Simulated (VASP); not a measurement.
Runs of VASP 6.6.1 on BaMg2H3. The structure is that of space group P-3m1 (No. 164), or close to it. The cells are those of the table. 

```csv
task,cell,k mesh,cutoff (eV),gap on the mesh (eV),pressure (GPa),relaxed volume (Å³/atom),largest force (eV/Å)
relaxation of cell and atoms,"relaxed from a = 3.649, b = 3.649, c = 8.231 Å, angles 90.0, 90.0, 120.0°, 6 atoms",12 × 12 × 6,600,none,0.0,16.04,0.01
single point,"a = 3.649, b = 3.649, c = 8.231 Å, angles 90.0, 90.0, 120.0°, 6 atoms",6 × 6 × 2,520,none,0.3,-,0.03
single point,"a = 3.703, b = 3.703, c = 8.074 Å, angles 90.0, 90.0, 120.0°, 6 atoms",12 × 12 × 6,520,none,0.3,-,0.03
single point,"a = 3.594, b = 3.594, c = 8.743 Å, angles 90.0, 90.0, 120.0°, 6 atoms",6 × 6 × 2,520,none,-0.8,-,0.50
relaxation of cell and atoms,"relaxed from a = 3.594, b = 3.594, c = 8.743 Å, angles 90.0, 90.0, 120.0°, 6 atoms",6 × 6 × 2,600,none,0.0,(a),0.03
```

Alike in all rows: level PBE; potentials or basis VASP PAW PBE potentials, release 64 (Ba_sv, Mg, H); no spin polarisation; smearing gaussian 0.1 eV.

Task: Estimate the missing entries.

Result: (a) 15.93.

Caveats: some runs use coarse meshes; spin-orbit coupling is left out, which moves the levels of the heavy elements.

A k mesh can miss the band edges, and the runs leave out spin-orbit coupling on Ba.

A gap of «none» marks levels without a gap at the run's occupations.
